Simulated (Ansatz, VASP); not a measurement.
ZrSi3: VASP beside Ansatz

File INCAR:

```
PREC     = Accurate       # precision mode
ENCUT    = 520            # plane-wave cutoff, eV
EDIFF    = 1E-6           # SCF threshold, eV
ISMEAR   = 0              # smearing method
SIGMA    = 0.05           # smearing width, eV
LREAL    = F              # projectors in reciprocal space
LASPH    = T              # aspherical terms in the spheres
NELM     = 60             # most SCF steps
ALGO     = Normal         # electronic algorithm
ISIF     = 2              # what is computed and relaxed
LWAVE    = F              # write WAVECAR
LCHARG   = F              # write CHGCAR
GGA      = PE             # functional
NBANDS   = 20             # bands
```

KPOINTS

```
Automatic mesh
0
Gamma
  8 8 8
```

Contents of POSCAR:

```
ZrSi3
1.0
    3.9360186110      0.0000000000      0.0000000000
    0.0000000000      3.9360186110      0.0000000000
    0.0000000000      0.0000000000      3.9360186110
Zr Si
1 3
Direct
    0.0000000000      0.0000000000      0.0000000000
    0.0000000000      0.5000000000      0.5000000000
    0.5000000000      0.5000000000      0.0000000000
    0.5000000000      0.0000000000      0.5000000000
```

Input for Ansatz:

```yaml
crystal:
  lattice:
    - [3.936018611, 0.0, 0.0]
    - [0.0, 3.936018611, 0.0]
    - [0.0, 0.0, 3.936018611]
  atoms:
    - { symbol: Zr, position: [0.0, 0.0, 0.0] }
    - { symbol: Si, position: [0.0, 0.5, 0.5] }
    - { symbol: Si, position: [0.5, 0.5, 0.0] }
    - { symbol: Si, position: [0.5, 0.0, 0.5] }
basis:
  ecutwfc: 420
  ecutrho_ratio: 4
kpoints:
  mp_grid: { grid: [8, 8, 8] }
hamiltonian:
  xc: pbe
scf:
  occupations: { method: gaussian, width: 0.05 }
output:
  forces: true
  stress: true
  eigenvalues: true
```

Alike in both runs: task single point; functional PBE; k mesh 8 × 8 × 8; occupations gaussian, width 0.05 eV; no spin polarisation.

|  | VASP | Ansatz |
| --- | --- | --- |
| version | VASP 6.6.1 | Ansatz 0.2.0 |
| potentials or method | VASP PAW PBE potentials, release 64 (Zr_sv, Si), cutoff 520 eV | scalar-relativistic, plane waves, PAW |
| valence electrons in the cell | 24 | 24 |

```tsv
	VASP	Ansatz	Ansatz less VASP
gap on the k mesh at the Fermi level (eV)	none	none	-
pressure (GPa)	5.1	5.1	-0.01
```

A gap of «none» marks a metal or a gap that the smearing closes. With one functional, cell and mesh, what is left measures potentials, basis and numerics.
